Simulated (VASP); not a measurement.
# PN (P6_3/mmc) in VASP: further runs, part 2 of 2

VASP 6.6.1. The steps go on from the part before.

## (5) Single point, PBE

This run uses another cell than the first one, of 17.82 Å³/atom, 1.098 times its volume.

INCAR reads:

```
  ALGO = Normal
  EDIFF = 1E-7
  ENCUT = 520
  GGA = PE
  ISIF = 2
  ISMEAR = 0
  LASPH = True
  LCHARG = False
  LREAL = False
  LWAVE = False
  NBANDS = 18
  NELM = 60
  PREC = Accurate
  SIGMA = 0.1
```

KPOINTS reads:

```
k-points
0
Gamma
  18 18 6
```

POSCAR reads:

```
PN
1.0
    3.1950438177      0.0000000000      0.0000000000
   -1.5975219088      2.7669891123      0.0000000000
    0.0000000000      0.0000000000      8.0624776444
P N
2 2
Direct
    0.3333333333      0.6666666667      0.2500000000
    0.6666666667      0.3333333333      0.7500000000
    0.3333333333      0.6666666667      0.7500000000
    0.6666666667      0.3333333333      0.2500000000
```

Potentials or basis: VASP PAW PBE potentials, release 64 (P, N).

On the command line:

```bash
cat potpaw_PBE.64/P/POTCAR potpaw_PBE.64/N/POTCAR > POTCAR
mpirun -np 1 vasp_std > vasp.out
```

OUTCAR:

```text
EDIFF = 1E-7
   ENCUT = 520
   GGA = PE
   ISIF = 2
   ISMEAR = 0
   LASPH = True
   LREAL = False
   NELM = 60
   PREC = Accurate

 ion  position               nearest neighbor table
   1  0.333  0.667  0.250-   4 1.84   4 1.84   4 1.84
   2  0.667  0.333  0.750-   3 1.84   3 1.84   3 1.84
   3  0.333  0.667  0.750-   2 1.84   2 1.84   2 1.84
   4  0.667  0.333  0.250-   1 1.84   1 1.84   1 1.84

  LATTYP: Found a hexagonal cell.
 ALAT       =     3.1950438177
 C/A-ratio  =     2.5234325738

  Lattice vectors:

 A1 = (   3.1950438177,   0.0000000000,   0.0000000000)
 A2 = (  -1.5975219088,   2.7669891123,   0.0000000000)
 A3 = (   0.0000000000,   0.0000000000,   8.0624776444)

Analysis of symmetry for initial positions (statically):
=====================================================================
 Subroutine PRICEL returns:
 Original cell was already a primitive cell.

 Routine SETGRP: Setting up the symmetry group for a
 hexagonal supercell.

 Subroutine GETGRP returns: Found 24 space group operations
 (whereof 12 operations were pure point group operations)
 out of a pool of 24 trial point group operations.

The static configuration has the point symmetry D_3d.
 The point group associated with its full space group is D_6h.

Analysis of symmetry for dynamics (positions and initial velocities):
=====================================================================
 Subroutine PRICEL returns:
 Original cell was already a primitive cell.

 Routine SETGRP: Setting up the symmetry group for a
 hexagonal supercell.

 Subroutine GETGRP returns: Found 24 space group operations
 (whereof 12 operations were pure point group operations)
 out of a pool of 24 trial point group operations.

The dynamic configuration has the point symmetry D_3d.
 The point group associated with its full space group is D_6h.

 Subroutine INISYM returns: Found 24 space group operations
 (whereof 12 operations are pure point group operations),
 and found     1 'primitive' translations

----------------------------------------------------------------------------------------

                                     Primitive cell

  volume of cell :      71.2776

  direct lattice vectors                    reciprocal lattice vectors
     3.195043818  0.000000000  0.000000000     0.312984753  0.180701831  0.000000000
    -1.597521909  2.766989112  0.000000000     0.000000000  0.361403663  0.000000000
     0.000000000  0.000000000  8.062477644     0.000000000  0.000000000  0.124031352

  length of vectors
     3.195043818  3.195043818  8.062477644     0.361403663  0.361403663  0.124031352

  position of ions in fractional coordinates (direct lattice)
     0.333333333  0.666666667  0.250000000
     0.666666667  0.333333333  0.750000000
     0.333333333  0.666666667  0.750000000
     0.666666667  0.333333333  0.250000000

  ion indices of the primitive-cell ions
   primitive index   ion index
                 1           1
                 2           2
                 3           3
                 4           4

[... 20 lines left out ...]

 Subroutine IBZKPT returns following result:
 ===========================================

 Found    148 irreducible k-points:

 Following reciprocal coordinates:
            Coordinates               Weight
  0.000000  0.000000  0.000000      1.000000
  0.055556 -0.000000  0.000000      6.000000
  0.111111 -0.000000  0.000000      6.000000
  0.166667  0.000000  0.000000      6.000000
  0.222222 -0.000000  0.000000      6.000000
  0.277778  0.000000  0.000000      6.000000
[... 16 lines left out ...]
  0.333333  0.111111  0.000000     12.000000
  0.388889  0.111111  0.000000     12.000000
 [... further k-points ...]
   k-points           NKPTS =    148   k-points in BZ     NKDIM =    148   number of bands    NBANDS=     18
   number of dos      NEDOS =    301   number of ions     NIONS =      4
   total plane-waves  NPLWV =  34560
   dimension x,y,z NGX =    24 NGY =   24 NGZ =   60
   dimension x,y,z NGXF=    48 NGYF=   48 NGZF=  120
   ions per type =               2   2
   NGX,Y,Z   is equivalent  to a cutoff of  12.49, 12.49, 12.37 a.u.
   NGXF,Y,Z  is equivalent  to a cutoff of  24.98, 24.98, 24.74 a.u.
 SYSTEM =  unknown system
   PREC   = accura    normal or accurate (medium, high low for compatibility)
   ISTART =      0    job   : 0-new  1-cont  2-samecut
   ICHARG =      2    charge: 1-file 2-atom 10-const
   ISPIN  =      1    spin polarized calculation?
   LNONCOLLINEAR =      F non collinear calculations
   LSORBIT =      F    spin-orbit coupling
   LASPH  =      T    aspherical Exc in radial PAW
   ENCUT  =  520.0 eV  38.22 Ry    6.18 a.u.   5.94  5.94 14.99*2*pi/ulx,y,z
   NELM   =     60;   NELMIN=  2; NELMDL= -5     # of ELM steps
   EDIFF  = 0.1E-06   stopping-criterion for ELM
   LREAL  =      F    real-space projection
   EDIFFG = 0.1E-05   stopping-criterion for IOM
   NSW    =      0    number of steps for IOM
   IBRION =     -1    ionic relax: 0-MD 1-quasi-New 2-CG
   NFREE  =      0    steps in history (QN), initial steepest desc. (CG)
   ISIF   =      2    stress and relaxation
   ISYM   =      2    0-nonsym 1-usesym 2-fastsym
   POTIM  = 0.5000    time-step for ionic-motion
   TEBEG  =    0.0;   TEEND  =   0.0 temperature during run
   PSTRESS=    0.0 pullay stress
   NELECT =      20.0000    total number of electrons
   NUPDOWN=      -1.0000    fix difference up-down
   EMIN   =  10.00;   EMAX   =-10.00  energy-range for DOS
   EFERMI =   0.00;   METHOD = LEGACY
   ISMEAR =     0;   SIGMA  =   0.10  broadening in eV -4-tet -1-fermi 0-gaus
   EFERMI_NEDOS =   21; number of points for ismear=-14 and -15
   IALGO  =     38    algorithm
   IMIX   =      4    mixing-type and parameters
     AMIX     =   0.40;   BMIX     =  1.00
     AMIX_MAG =   1.60;   BMIX_MAG =  1.00
  volume/ion in A,a.u.               =      17.82       120.25
  Fermi-wavevector in a.u.,A,eV,Ry     =   1.071767  2.025347 15.628815  1.148685
  Thomas-Fermi vector in A             =   2.207518
   LORBIT       =      0    0 simple, 1 ext, 2 COOP (PROOUT), +10 PAW based schemes
   GGA     = PE    functional components
   LHFCALC =     F    Hartree Fock is set to
   AEXX    =    0.0000 exact exchange contribution
   IVDW    =     0    specifies the selected vdW correction
   LEPSILON=     F    determine dielectric tensor
   LRPA    =     F    only Hartree local field effects (RPA)
 non-spin polarized calculation
 Gauss-broadening in eV      SIGMA  =   0.10
  energy-cutoff  :      520.00
  volume of cell :       71.28
 maximum number of plane-waves:      1950
 NGX is ok and might be reduce to    24
   NGX = 11   NGY = 11   NGZ = 29

 number of electron      20.0000003 magnetization

 Free energy of the ion-electron system (eV)
  ---------------------------------------------------
  ext. energy  EPLUGINS =         0.00000000
  ---------------------------------------------------
  free energy    TOTEN  =       -23.00799640 eV

  energy without entropy =      -22.99821238  energy(sigma->0) =      -23.00310439

 E-fermi :   3.5262     XC(G=0):  -8.6404

 val. band max:        3.5253191848   @ k =   0.3889   0.1111   0.1667
 cond. band min:       3.5508252802   @ k =   0.3889   0.0556   0.5000
 fundamental gap:      0.0255060953
 Fermi energy:         3.5261876741

 k-point     1 :       0.0000    0.0000    0.0000
  band No.  band energies     occupation
      1     -15.1542      2.00000
      2     -15.0865      2.00000
      3      -2.8904      2.00000
      4      -2.1636      2.00000
      5      -2.1636      2.00000
      6      -2.1456      2.00000
[... 481 lines left out ...]
      5      -3.9809      2.00000
      6      -3.9383      2.00000
[... 10 lines left out ...]
     17      11.4285      0.00000
     18      11.9588      0.00000

 [... further k-points ...]

------------------------ aborting loop because EDIFF is reached ----------------------------------------

  FORCE on cell =-STRESS in cart. coord.  units (eV):
  Direction    XX          YY          ZZ          XY          YZ          ZX
  --------------------------------------------------------------------------------------
  -------------------------------------------------------------------------------------
  Total       -0.1802473     -0.1802473     -0.0168137     -0.0000000     -0.0000000      0.0000000
  in kB       -4.0516001     -4.0516001     -0.3779378     -0.0000000     -0.0000000      0.0000000
  external PRESSURE =      -2.8270460 kB  Pullay stress =       0.0000000 kB

 VOLUME and BASIS-vectors are now :
 -----------------------------------------------------------------------------
  energy-cutoff  :      520.00
  volume of cell :       71.28
      direct lattice vectors                 reciprocal lattice vectors
     3.195043818  0.000000000  0.000000000     0.312984753  0.180701831  0.000000000
    -1.597521909  2.766989112  0.000000000     0.000000000  0.361403663  0.000000000
     0.000000000  0.000000000  8.062477644     0.000000000  0.000000000  0.124031352

 POSITION                                       TOTAL-FORCE (eV/Angst)
 -----------------------------------------------------------------------------------
     -0.00000      1.84466      2.01562        -0.000000     -0.000000      0.000000
      1.59752      0.92233      6.04686         0.000000     -0.000000      0.000000
     -0.00000      1.84466      6.04686         0.000000     -0.000000      0.000000
      1.59752      0.92233      2.01562        -0.000000      0.000000      0.000000
 -----------------------------------------------------------------------------------
    total drift:                               -0.000000      0.000000     -0.000000

  FREE ENERGIE OF THE ION-ELECTRON SYSTEM (eV)
  ---------------------------------------------------
  free  energy   TOTEN  =       -23.0079963982 eV

  energy  without entropy=      -22.9982123815  energy(sigma->0) =      -23.00310439
```

OSZICAR:

```text
N       E                     dE             d eps       ncg     rms          rms(c)
DAV:   1     0.844057341703E+02    0.84406E+02   -0.91454E+03  5328   0.963E+02
DAV:   2    -0.179880970254E+02   -0.10239E+03   -0.98231E+02  7340   0.196E+02
DAV:   3    -0.249372098256E+02   -0.69491E+01   -0.68449E+01  6426   0.525E+01
DAV:   4    -0.250290098622E+02   -0.91800E-01   -0.91454E-01  6908   0.684E+00
DAV:   5    -0.250302803433E+02   -0.12705E-02   -0.12703E-02  6654   0.773E-01    0.155E+01
DAV:   6    -0.231732456038E+02    0.18570E+01   -0.99818E+00  6562   0.199E+01    0.742E+00
DAV:   7    -0.230198662747E+02    0.15338E+00   -0.97775E-01  5922   0.745E+00    0.466E+00
DAV:   8    -0.230256787160E+02   -0.58124E-02   -0.21957E-01  5796   0.286E+00    0.851E-01
DAV:   9    -0.230069926934E+02    0.18686E-01   -0.42568E-02  5948   0.152E+00    0.140E-01
DAV:  10    -0.230078687590E+02   -0.87607E-03   -0.65832E-03  5790   0.526E-01    0.146E-01
DAV:  11    -0.230079184507E+02   -0.49692E-04   -0.81247E-05  6850   0.644E-02    0.651E-02
DAV:  12    -0.230079881521E+02   -0.69701E-04   -0.14534E-04  5532   0.698E-02    0.157E-02
DAV:  13    -0.230079958017E+02   -0.76497E-05   -0.13347E-05  6874   0.230E-02    0.140E-02
DAV:  14    -0.230079964748E+02   -0.67310E-06   -0.21471E-06  5574   0.791E-03    0.463E-03
DAV:  15    -0.230079963982E+02    0.76584E-07   -0.95505E-07  6936   0.593E-03
   1 F= -.23007996E+02 E0= -.23003104E+02  d E =-.978402E-02
```

It took 1.8 min on 1 thread of Intel Xeon Platinum 8488C (Sapphire Rapids), shared host; peak memory 0.28 GiB.

Results:

| Item | Value |
| --- | --- |
| Free energy | -23.0080 eV |
| Pressure | -0.3 GPa |
| Band gap on the k mesh | zero (band 10 reaches 4.09 eV, above the bottom of band 11 at 2.99 eV) |

Stress tensor (GPa, compression positive):
```
-0.41  0.00  0.00
 0.00 -0.41  0.00
 0.00  0.00 -0.04
```

Caveat: this functional lacks dispersion, which binds the layers, so the pressure and a relaxed spacing across them are unreliable.

## (6) Summary

```csv
task,cell,k mesh,cutoff (eV),gap on the mesh (eV),pressure (GPa)
single point,"a = 3.043, b = 3.043, c = 8.096 Å, angles 90.0, 90.0, 120.0°, 4 atoms",6 × 6 × 2,520,none,8.1
single point,"a = 3.176, b = 3.176, c = 7.720 Å, angles 90.0, 90.0, 120.0°, 4 atoms",6 × 6 × 2,520,none,-0.3
relaxation of cell and atoms,"relaxed from a = 3.043, b = 3.043, c = 8.096 Å, angles 90.0, 90.0, 120.0°, 4 atoms",6 × 6 × 2,600,none,0.1
single point,"a = 3.195, b = 3.195, c = 8.062 Å, angles 90.0, 90.0, 120.0°, 4 atoms",18 × 18 × 6,520,none,-0.3
```

Alike in all rows: level PBE; potentials or basis VASP PAW PBE potentials, release 64 (P, N); no spin polarisation; smearing gaussian 0.1 eV.

Caveats: some runs use coarse meshes; this functional lacks dispersion, which binds the layers, so the pressure and a relaxed spacing across them are unreliable.

Absolute energies hang on the potentials; compare differences alone.
